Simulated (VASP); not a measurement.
Write the native input for VASP 6.6.1 that does the following.

- Task: single point
- Functional: PBE
- Potentials or basis: VASP PAW PBE potentials, release 64 (Cu, O)
- Cutoff: 520 eV
- k mesh: 12 × 12 × 8
- Occupations: gaussian, width 0.05 eV
- Spin: no spin polarisation
- Dipole correction: no
- Further INCAR settings: ALGO = Normal; EDIFF = 1e-07; NBANDS = 25

The structure of CuO (Tenorite) lies in POSCAR:

```
CuO
1.0
    2.0810635168     -2.0822804008      0.1632855055
    2.0810635168      2.0822804008      0.1632855055
   -0.4027090998      0.0000000000      5.1361086675
Cu O
2 2
Direct
    0.0000000000      0.5000000000      0.0000000000
    0.5000000000      0.0000000000      0.5000000000
    0.4999845472      0.5000154528      0.2500000000
    0.5000154528      0.4999845472      0.7500000000
```

The input as run:

INCAR

```
SYSTEM = CuO
ALGO = Normal
EDIFF = 1E-7
ENCUT = 520
GGA = PE
ISIF = 2
ISMEAR = 0
LASPH = .TRUE.
LCHARG = .TRUE.
LELF = .TRUE.
LREAL = .FALSE.
LVHAR = .TRUE.
LWAVE = .FALSE.
NBANDS = 25
NELM = 100
PREC = Accurate
SIGMA = 0.05
```

KPOINTS

```
k-points
0
G
  12 12 8
  0 0 0
```

Potentials or basis: VASP PAW PBE potentials, release 64 (Cu, O).

Command:

```bash
$ cat potpaw_PBE.64/Cu/POTCAR potpaw_PBE.64/O/POTCAR > POTCAR
$ mpirun -np 1 vasp_std > vasp.out
```

It gave:

```json
{
 "Pressure": "0.7 GPa",
 "Band gap on the k mesh": "zero (band 17 reaches 5.43 eV, above the bottom of band 18 at 4.25 eV)"
}
```

Caveat: semilocal functionals often make such compounds metallic where correlation or magnetic order opens a gap, which also shifts bond lengths.

Wall time 3.8 min on 1 thread of AMD EPYC 9R45 96-Core Processor (Zen 5) (shared host), peak memory 0.36 GiB.
